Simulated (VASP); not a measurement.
Input of a VASP 6.6.1 run:

The input INCAR:

```
ALGO     = Normal         # electronic algorithm
EDIFF    = 1E-6           # SCF threshold, eV
ENCUT    = 520            # plane-wave cutoff, eV
GGA      = PS             # functional
ISIF     = 2              # what is computed and relaxed
ISMEAR   = 0              # smearing method
LASPH    = T              # aspherical terms in the spheres
LCHARG   = F              # write CHGCAR
LREAL    = F              # projectors in reciprocal space
LWAVE    = F              # write WAVECAR
NBANDS   = 17             # bands
NELM     = 80             # most SCF steps
PREC     = Accurate       # precision mode
SIGMA    = 0.02           # smearing width, eV
```

The input KPOINTS:

```
k-points
0
Gamma
  12 12 12
```

Contents of POSCAR:

```
PbO
1.0
    0.0000000000      2.6611350054      2.6611350054
    2.6611350054      0.0000000000      2.6611350054
    2.6611350054      2.6611350054      0.0000000000
O Pb
1 1
Direct
    0.5000000000      0.5000000000      0.5000000000
    0.0000000000      0.0000000000      0.0000000000
```

Potentials or basis: VASP PAW PBE potentials, release 64 (O, Pb_d).

Command:

```console
$ cat potpaw_PBE.64/O/POTCAR potpaw_PBE.64/Pb_d/POTCAR > POTCAR
$ mpirun -np 1 vasp_std > vasp.out
```

Problem. Estimate the band gap on the k mesh.

Solution. 0.39 eV, indirect (least direct gap 0.43 eV).

Problem. Estimate the pressure.

Solution. -6.8 GPa.

Caveat: the cell differs from its parent crystal (Te replaced by O, lengths x 0.848, strained); the PAW data sets were made with another functional, which shifts forces and pressure a little; spin-orbit coupling is left out, which moves the levels of the heavy elements. A k mesh can miss the band edges.
